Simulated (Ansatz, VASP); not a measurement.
Two plane-wave programs on NbP

INCAR

```
SYSTEM = NbP
  PREC = Accurate
  ENCUT = 520
  EDIFF = 1E-7
  ISMEAR = -1
  SIGMA = 0.05
  LREAL = .FALSE.
  LASPH = .TRUE.
  NELM = 150
  ALGO = Normal
  ISIF = 2
  LWAVE = .FALSE.
  LCHARG = .TRUE.
  LMAXMIX = 4
  LDAU = .TRUE.
  LDAUTYPE = 2
  LDAUL = 2 -1
  LDAUU = 1 0
  LDAUJ = 0 0
  LDAUPRINT = 1
  LELF = .TRUE.
  LVHAR = .TRUE.
  NBANDS = 26
```

KPOINTS

```
regular mesh
0
G
  11 11 11
  0 0 0
```

POSCAR

```
NbP
1.0
   -1.6749232544      1.6749232544      5.7401081759
    1.6749232544     -1.6749232544      5.7401081759
    1.6749232544      1.6749232544     -5.7401081759
Nb P
2 2
Direct
    0.2498808000      0.7498808000      0.5000000000
    0.4998808000      0.4998808000      0.0000000000
    0.8327477700      0.3327477700      0.5000000000
    0.0827477700      0.0827477700      0.0000000000
```

input.yaml

```yaml
crystal:
  lattice:
    - [-1.6749232544, 1.6749232544, 5.7401081759]
    - [1.6749232544, -1.6749232544, 5.7401081759]
    - [1.6749232544, 1.6749232544, -5.7401081759]
  atoms:
    - { symbol: Nb, position: [0.2498808, 0.7498808, 0.5] }
    - { symbol: Nb, position: [0.4998808, 0.4998808, 0.0] }
    - { symbol: P, position: [0.83274777, 0.33274777, 0.5] }
    - { symbol: P, position: [0.08274777, 0.08274777, 0.0] }
hamiltonian:
  xc: lda
  pseudopotentials: { kind: paw }
  hubbard: { sites: [{ species: Nb, l: d, u_eff: 1.0 }] }
kpoints:
  mp_grid: { grid: [11, 11, 11] }
  band_path:
    path:
      - [[0.0, 0.0, 0.0], [-0.5, 0.5, 0.0], [-0.5, 0.5, -0.0425715708], [-0.2712857854, 0.2712857854, -0.2712857854], [0.0, 0.0, 0.0], [0.5, 0.5, -0.5], [0.2712857854, 0.7287142146, -0.7287142146], [0.0, 0.5, -0.5], [-0.25, 0.75, -0.25], [0.0425715708, 0.9574284292, -0.5], [0.5, 0.5, -0.5]]
      - [[-0.5, 0.5, 0.0], [-0.25, 0.75, -0.25]]
    npoints: 14
scf:
  occupations: { method: fermi_dirac, width: 0.05 }
  n_extra_bands: 10
output:
  forces: true
  stress: true
  eigenvalues: true
  fatbands: false
```

Alike in both runs: functional LDA; k mesh 11 × 11 × 11; occupations fermi-dirac, width 0.05 eV; no spin polarisation; Hubbard terms Nb d U = 1.0 eV.

|  | VASP | Ansatz |
| --- | --- | --- |
| version | VASP 6.6.1 | Ansatz 0.2.0 |
| potentials or method | VASP PAW LDA potentials, release 64 (Nb_sv, P) | Ansatz PAW |
| plane-wave cutoff (eV) | 520 | 420 |
| valence electrons in the cell | 36 | 36 |
| task | single point | band structure |

|  | VASP | Ansatz | Ansatz less VASP |
| --- | --- | --- | --- |
| pressure (GPa) | -8.1 | -9.0 | -0.93 |
| traceless stress, the component that is largest in VASP (GPa) | 0.05 | 0.18 | +0.135 |
| rms of the force components (eV/Å) | 0.007 | 0.008 | +0.0007 |

LDA's correlation is that of Perdew and Zunger in VASP and of Perdew and Wang (1992) in Ansatz. The programs project onto different local orbitals, so the same U acts differently, and such runs can settle in different states. Atom by atom the forces differ by 0.001 eV/Å (rms over components).
